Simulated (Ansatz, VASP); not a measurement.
TiSn2O6 in VASP and in Ansatz

```
Ti Sn O
1.0
     7.47696   -1.57848    0.00000
     7.47696    1.57848    0.00000
    -0.26822    0.00000    4.82293
Ti Sn O
1 2 6
Direct
  0.93812 0.06188 0.50000
  0.35106 0.33729 0.97787
  0.66271 0.64894 0.02213
  0.44976 0.43093 0.67817
  0.78164 0.76643 0.78652
  0.09993 0.08598 0.80441
  0.91402 0.90007 0.19559
  0.23357 0.21836 0.21348
  0.56907 0.55024 0.32183
```

Alike in both runs: task single point; functional PBE; k mesh 6 × 6 × 4; occupations gaussian, width 0.1 eV; no spin polarisation.

|  | VASP | Ansatz |
| --- | --- | --- |
| version | VASP 6.6.1 | Ansatz 0.2.0 |
| potentials or method | VASP PAW PBE potentials, release 64 (Ti_sv, Sn_d, O), cutoff 520 eV | scalar-relativistic, plane waves, PAW |
| valence electrons in the cell | 76 | 76 |

|  | VASP | Ansatz | Ansatz less VASP |
| --- | --- | --- | --- |
| gap on the k mesh at the Fermi level (eV) | 2.16 | 2.19 | +0.029 |
| least direct gap on the mesh (eV) | 2.29 | 2.30 | +0.017 |
| pressure (GPa) | 0.6 | 0.0 | -0.60 |
| traceless stress, the component that is largest in VASP (GPa) | 0.16 | -0.02 | -0.176 |
| rms of the force components (eV/Å) | 0.028 | 0.002 | -0.0255 |

Atom by atom the forces differ by 0.027 eV/Å (rms over components).
